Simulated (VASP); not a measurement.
# KRu (P-6m2) in VASP: notebook

The runs below take KRu through single point, relaxation of cell and atoms, with PBE.

All numbers are computed with VASP 6.6.1; they aren't measurements. Logs are shortened: lines on timing, memory, paths and dates and some standing lists are left out, and cuts for length are marked.

## Step 1: The cell of the first run

It takes space group P-6m2 (No. 187, hexagonal). The conventional cell has a = 2.821 Å, b = 2.821 Å, c = 5.741 Å, α = 90.00°, β = 90.00°, γ = 120.00°. Within 3.7 Å of K (site symmetry -6m2) lie 6 K at 2.82 Å and 6 Ru at 3.30 Å. Ru (site symmetry -6m2) has 6 Ru at 2.82 Å and 6 K at 3.30 Å within 3.7 Å.

The cell was built from a structure type or drawn by symmetry, and may not be a known phase.

## Step 2: Single point, PBE

File INCAR:

```
SYSTEM = KRu
PREC     = Accurate       ! precision mode
ENCUT    = 520            ! plane-wave cutoff, eV
EDIFF    = 1E-6           ! SCF threshold, eV
ISMEAR   = 0              ! smearing method
SIGMA    = 0.1            ! smearing width, eV
LREAL    = .False.        ! projectors in reciprocal space
LASPH    = .True.         ! aspherical terms in the spheres
NELM     = 100            ! most SCF steps
ALGO     = Normal         ! electronic algorithm
ISIF     = 2              ! what is computed and relaxed
LWAVE    = .False.        ! write WAVECAR
LCHARG   = .False.        ! write CHGCAR
GGA      = PE             ! functional
NBANDS   = 18             ! bands
```

File KPOINTS:

```
regular mesh
0
Gamma
  6 6 4
  0 0 0
```

File POSCAR:

```
KRu
1.0
    2.8209942481      0.0000000020      0.0000000000
   -1.4104971258      2.4430526818      0.0000000000
    0.0000000000      0.0000000000      5.7413192582
K Ru
1 1
Direct
    0.3333333333      0.6666666667      0.5000000000
    0.0000000000      0.0000000000      0.0000000000
```

Potentials or basis: VASP PAW PBE potentials, release 64 (K_sv, Ru_pv).

Started as:

```bash
cat potpaw_PBE.64/K_sv/POTCAR potpaw_PBE.64/Ru_pv/POTCAR > POTCAR
mpirun -np 1 vasp_std > vasp.out
```

OUTCAR:

```text
SYSTEM = KRu
   PREC = Accurate
   ENCUT = 520
   EDIFF = 1E-6
   ISMEAR = 0
   LREAL = .False.
   LASPH = .True.
   NELM = 100
   ISIF = 2
   GGA = PE

 ion  position               nearest neighbor table
   1  0.333  0.667  0.500-   2 3.30   2 3.30   2 3.30   2 3.30   2 3.30   2 3.30
   2  0.000  0.000  0.000-   1 3.30   1 3.30   1 3.30   1 3.30   1 3.30   1 3.30

  LATTYP: Found a hexagonal cell.
 ALAT       =     2.8209942481
 C/A-ratio  =     2.0352112600

  Lattice vectors:

 A1 = (   2.8209942481,   0.0000000020,   0.0000000000)
 A2 = (  -1.4104971258,   2.4430526818,   0.0000000000)
 A3 = (   0.0000000000,   0.0000000000,   5.7413192582)

Analysis of symmetry for initial positions (statically):
=====================================================================
 Subroutine PRICEL returns:
 Original cell was already a primitive cell.

 Routine SETGRP: Setting up the symmetry group for a
 hexagonal supercell.

 Subroutine GETGRP returns: Found 12 space group operations
 (whereof 12 operations were pure point group operations)
 out of a pool of 24 trial point group operations.

The static configuration has the point symmetry D_3h.

Analysis of symmetry for dynamics (positions and initial velocities):
=====================================================================
 Subroutine PRICEL returns:
 Original cell was already a primitive cell.

 Routine SETGRP: Setting up the symmetry group for a
 hexagonal supercell.

 Subroutine GETGRP returns: Found 12 space group operations
 (whereof 12 operations were pure point group operations)
 out of a pool of 24 trial point group operations.

The dynamic configuration has the point symmetry D_3h.

 Subroutine INISYM returns: Found 12 space group operations
 (whereof 12 operations are pure point group operations),
 and found     1 'primitive' translations

----------------------------------------------------------------------------------------

                                     Primitive cell

  volume of cell :      39.5682

  direct lattice vectors                    reciprocal lattice vectors
     2.820994248  0.000000002  0.000000000     0.354484948  0.204661981  0.000000000
    -1.410497126  2.443052682  0.000000000    -0.000000000  0.409323961  0.000000000
     0.000000000  0.000000000  5.741319258     0.000000000  0.000000000  0.174175996

  length of vectors
     2.820994248  2.820994248  5.741319258     0.409323961  0.409323961  0.174175996

  position of ions in fractional coordinates (direct lattice)
     0.333333333  0.666666667  0.500000000
     0.000000000  0.000000000  0.000000000

  ion indices of the primitive-cell ions
   primitive index   ion index
                 1           1
                 2           2

----------------------------------------------------------------------------------------

 KPOINTS: regular mesh

Automatic generation of k-mesh.
 Grid dimensions read from file:
 generate k-points for:    6    6    4

 Generating k-lattice:

  Cartesian coordinates                     Fractional coordinates (reciprocal lattice)
     0.059080825  0.034110330  0.000000000     0.166666667  0.000000000  0.000000000
    -0.000000000  0.068220660  0.000000000     0.000000000  0.166666667  0.000000000
     0.000000000  0.000000000  0.043543999     0.000000000  0.000000000  0.250000000

  Length of vectors
     0.068220660  0.068220660  0.043543999

  Shift w.r.t. Gamma in fractional coordinates (k-lattice)
     0.000000000  0.000000000  0.000000000

 Subroutine IBZKPT returns following result:
 ===========================================

 Found     21 irreducible k-points:

 Following reciprocal coordinates:
            Coordinates               Weight
  0.000000  0.000000  0.000000      1.000000
  0.166667  0.000000  0.000000      6.000000
  0.333333  0.000000  0.000000      6.000000
  0.500000  0.000000  0.000000      3.000000
  0.166667  0.166667  0.000000      6.000000
  0.333333  0.166667  0.000000     12.000000
[... 13 lines left out ...]
  0.333333  0.166667  0.500000     12.000000
  0.333333  0.333333  0.500000      2.000000
   k-points           NKPTS =     21   k-points in BZ     NKDIM =     21   number of bands    NBANDS=     18
   number of dos      NEDOS =    301   number of ions     NIONS =      2
   total plane-waves  NPLWV =  27648
   dimension x,y,z NGX =    24 NGY =   24 NGZ =   48
   dimension x,y,z NGXF=    48 NGYF=   48 NGZF=   96
   ions per type =               1   1
   NGX,Y,Z   is equivalent  to a cutoff of  14.14, 14.14, 13.90 a.u.
   NGXF,Y,Z  is equivalent  to a cutoff of  28.29, 28.29, 27.80 a.u.
 SYSTEM =  KRu
   PREC   = accura    normal or accurate (medium, high low for compatibility)
   ISTART =      0    job   : 0-new  1-cont  2-samecut
   ICHARG =      2    charge: 1-file 2-atom 10-const
   ISPIN  =      1    spin polarized calculation?
   LNONCOLLINEAR =      F non collinear calculations
   LSORBIT =      F    spin-orbit coupling
   LASPH  =      T    aspherical Exc in radial PAW
   ENCUT  =  520.0 eV  38.22 Ry    6.18 a.u.   5.25  5.25 10.68*2*pi/ulx,y,z
   NELM   =    100;   NELMIN=  2; NELMDL= -5     # of ELM steps
   EDIFF  = 0.1E-05   stopping-criterion for ELM
   LREAL  =      F    real-space projection
   EDIFFG = 0.1E-04   stopping-criterion for IOM
   NSW    =      0    number of steps for IOM
   IBRION =     -1    ionic relax: 0-MD 1-quasi-New 2-CG
   NFREE  =      0    steps in history (QN), initial steepest desc. (CG)
   ISIF   =      2    stress and relaxation
   ISYM   =      2    0-nonsym 1-usesym 2-fastsym
   POTIM  = 0.5000    time-step for ionic-motion
   TEBEG  =    0.0;   TEEND  =   0.0 temperature during run
   PSTRESS=    0.0 pullay stress
   NELECT =      23.0000    total number of electrons
   NUPDOWN=      -1.0000    fix difference up-down
   EMIN   =  10.00;   EMAX   =-10.00  energy-range for DOS
   EFERMI =   0.00;   METHOD = LEGACY
   ISMEAR =     0;   SIGMA  =   0.10  broadening in eV -4-tet -1-fermi 0-gaus
   EFERMI_NEDOS =   21; number of points for ismear=-14 and -15
   IALGO  =     38    algorithm
   IMIX   =      4    mixing-type and parameters
     AMIX     =   0.40;   BMIX     =  1.00
     AMIX_MAG =   1.60;   BMIX_MAG =  1.00
  volume/ion in A,a.u.               =      19.78       133.51
  Fermi-wavevector in a.u.,A,eV,Ry     =   1.366266  2.581868 25.397754  1.866682
  Thomas-Fermi vector in A             =   2.492422
   LORBIT       =      0    0 simple, 1 ext, 2 COOP (PROOUT), +10 PAW based schemes
   GGA     = PE    functional components
   LHFCALC =     F    Hartree Fock is set to
   AEXX    =    0.0000 exact exchange contribution
   IVDW    =     0    specifies the selected vdW correction
   LEPSILON=     F    determine dielectric tensor
   LRPA    =     F    only Hartree local field effects (RPA)
 non-spin polarized calculation
 Gauss-broadening in eV      SIGMA  =   0.10
  energy-cutoff  :      520.00
  volume of cell :       39.57
 maximum number of plane-waves:      1076
 NGX is ok and might be reduce to    24
   NGX = 11   NGY = 11   NGZ = 21

 number of electron      23.0000000 magnetization

 Free energy of the ion-electron system (eV)
  ---------------------------------------------------
  ext. energy  EPLUGINS =         0.00000000
  ---------------------------------------------------
  free energy    TOTEN  =        -7.67497357 eV

  energy without entropy =       -7.66511678  energy(sigma->0) =       -7.67004518

 E-fermi :   5.7541     XC(G=0): -10.9151

 val. band max:        5.7233441084   @ k =   0.3333   0.0000   0.5000
 cond. band min:       5.8005015028   @ k =   0.1667   0.1667   0.0000
 fundamental gap:      0.0771573944
 Fermi energy:         5.7540958337

 k-point     1 :       0.0000    0.0000    0.0000
  band No.  band energies     occupation
      1     -36.3308      2.00000
      2     -36.0793      2.00000
      3     -36.0793      2.00000
      4     -27.0177      2.00000
      5     -10.1138      2.00000
      6      -8.6897      2.00000
[... 10 lines left out ...]
     17      11.5915      0.00000
     18      14.7808      0.00000

 k-point     2 :       0.1667    0.0000    0.0000
  band No.  band energies     occupation
      1     -36.3144      2.00000
      2     -36.1999      2.00000
      3     -36.1081      2.00000
      4     -26.8291      2.00000
      5      -9.9387      2.00000
      6      -9.5870      2.00000
[... 10 lines left out ...]
     17      12.7062      0.00000
     18      14.5336      0.00000

 k-point     3 :       0.3333    0.0000    0.0000
  band No.  band energies     occupation
      1     -36.4363      2.00000
      2     -36.2813      2.00000
      3     -36.1655      2.00000
      4     -26.4216      2.00000
      5     -11.1709      2.00000
      6      -9.5647      2.00000
[... 10 lines left out ...]
     17      14.5200      0.00000
     18      14.8359      0.00000

 k-point     4 :       0.5000    0.0000    0.0000
  band No.  band energies     occupation
      1     -36.5521      2.00000
      2     -36.2648      2.00000
      3     -36.1940      2.00000
      4     -26.1996      2.00000
      5     -11.8995      2.00000
      6      -9.3873      2.00000
[... 312 lines left out ...]
      4     -26.5276      2.00000
      5     -10.6270      2.00000
      6      -9.6761      2.00000
[... 10 lines left out ...]
     17      11.6935      0.00000
     18      13.4568      0.00000

 k-point    20 :       0.3333    0.1667    0.5000
  band No.  band energies     occupation
      1     -36.4926      2.00000
      2     -36.2648      2.00000
      3     -36.2559      2.00000
      4     -26.2030      2.00000
      5     -11.5204      2.00000
      6      -9.9045      2.00000
[... 10 lines left out ...]
     17      12.2915      0.00000
     18      12.9926      0.00000

 k-point    21 :       0.3333    0.3333    0.5000
  band No.  band energies     occupation
      1     -36.4117      2.00000
      2     -36.4111      2.00000
      3     -36.2565      2.00000
      4     -26.0914      2.00000
      5     -11.0080      2.00000
      6     -10.9990      2.00000
[... 10 lines left out ...]
     17      13.6095      0.00000
     18      13.8518      0.00000

------------------------ aborting loop because EDIFF is reached ----------------------------------------

  FORCE on cell =-STRESS in cart. coord.  units (eV):
  Direction    XX          YY          ZZ          XY          YZ          ZX
  --------------------------------------------------------------------------------------
  -------------------------------------------------------------------------------------
  Total        0.0818006      0.0818006      0.0386148     -0.0000000     -0.0000000      0.0000000
  in kB        3.3122274      3.3122274      1.5635731     -0.0000000     -0.0000000      0.0000000
  external PRESSURE =       2.7293427 kB  Pullay stress =       0.0000000 kB

 VOLUME and BASIS-vectors are now :
 -----------------------------------------------------------------------------
  energy-cutoff  :      520.00
  volume of cell :       39.57
      direct lattice vectors                 reciprocal lattice vectors
     2.820994248  0.000000002  0.000000000     0.354484948  0.204661981  0.000000000
    -1.410497126  2.443052682  0.000000000    -0.000000000  0.409323961  0.000000000
     0.000000000  0.000000000  5.741319258     0.000000000  0.000000000  0.174175996

 POSITION                                       TOTAL-FORCE (eV/Angst)
 -----------------------------------------------------------------------------------
     -0.00000      1.62870      2.87066        -0.000000     -0.000000      0.000000
      0.00000      0.00000      0.00000         0.000000      0.000000      0.000000
 -----------------------------------------------------------------------------------
    total drift:                                0.000000     -0.000000     -0.000000

  FREE ENERGIE OF THE ION-ELECTRON SYSTEM (eV)
  ---------------------------------------------------
  free  energy   TOTEN  =        -7.6749735735 eV

  energy  without entropy=       -7.6651167786  energy(sigma->0) =       -7.67004518
```

Run time: 20 s. Hardware: 1 thread of Intel Xeon Platinum 8259CL at 2.50GHz (Skylake/Cascade Lake), shared host; peak memory 0.17 GiB.

Results:

- Free energy: -7.6750 eV
- Pressure: 0.3 GPa
- Band gap on the k mesh: zero (an odd number of electrons rules out a gap without spin polarisation)

Caveat: the k points lie up to 0.43 Å⁻¹ apart, too coarse for converged energies and pressures of a metal.

## Step 3: Single point, PBE

This run uses another cell than the first one, of 41.00 Å³/atom.

File INCAR:

```
ALGO = Fast
EDIFF = 1E-7
ENCUT = 520
GGA = PE
ISIF = 2
ISMEAR = 0
LASPH = T
LCHARG = F
LREAL = F
LWAVE = F
NBANDS = 18
NELM = 60
PREC = Accurate
SIGMA = 0.1
```

File KPOINTS:

```
k-points
0
Gamma
  6 6 4
```

File POSCAR:

```
KRu
1.0
    4.0499186100      0.0000000000      0.0000000000
   -2.0249593100      3.5073324000      0.0000000000
    0.0000000000      0.0000000000      5.7726930000
K Ru
1 1
Direct
    0.3333333300      0.6666666700      0.5000000000
    0.0000000000      0.0000000000      0.0000000000
```

Potentials or basis: VASP PAW PBE potentials, release 64 (K_sv, Ru_pv).

Started as:

```bash
cat potpaw_PBE.64/K_sv/POTCAR potpaw_PBE.64/Ru_pv/POTCAR > POTCAR
mpirun -np 1 vasp_std > vasp.out
```

Wall time 53 s (1 thread of Intel Xeon Platinum 8259CL at 2.50GHz (Skylake/Cascade Lake), shared host); peak memory 0.2 GiB.

It converged, with:

| Item | Value |
| --- | --- |
| Free energy | -5.2591 eV |
| Pressure | -5.6 GPa |
| Band gap on the k mesh | zero (an odd number of electrons rules out a gap without spin polarisation) |

Stress tensor (GPa, compression positive):
```
-6.83  0.00  0.00
 0.00 -6.83  0.00
 0.00  0.00 -3.24
```

Levels at points of the mesh, in eV from the Fermi level:
```
           k point  band 9  band 10  band 11  band 12  band 13  band 14  band 15  band 16
(0.00, 0.00, 0.00)   -0.59    -0.29    -0.29     0.10     0.10     2.70     3.22     6.06
(0.50, 0.00, 0.00)   -0.43    -0.29    -0.03     0.28     1.21     1.62     3.61     4.48
(0.00, 0.00, 0.50)   -0.30    -0.30    -0.22    -0.13     0.09     0.09     5.29     6.37
(0.50, 0.00, 0.50)   -0.58    -0.09     0.01     0.28     1.60     2.06     2.53     3.78
```

Caveat: the cell stands under tension.

[end of part 1 of 2]
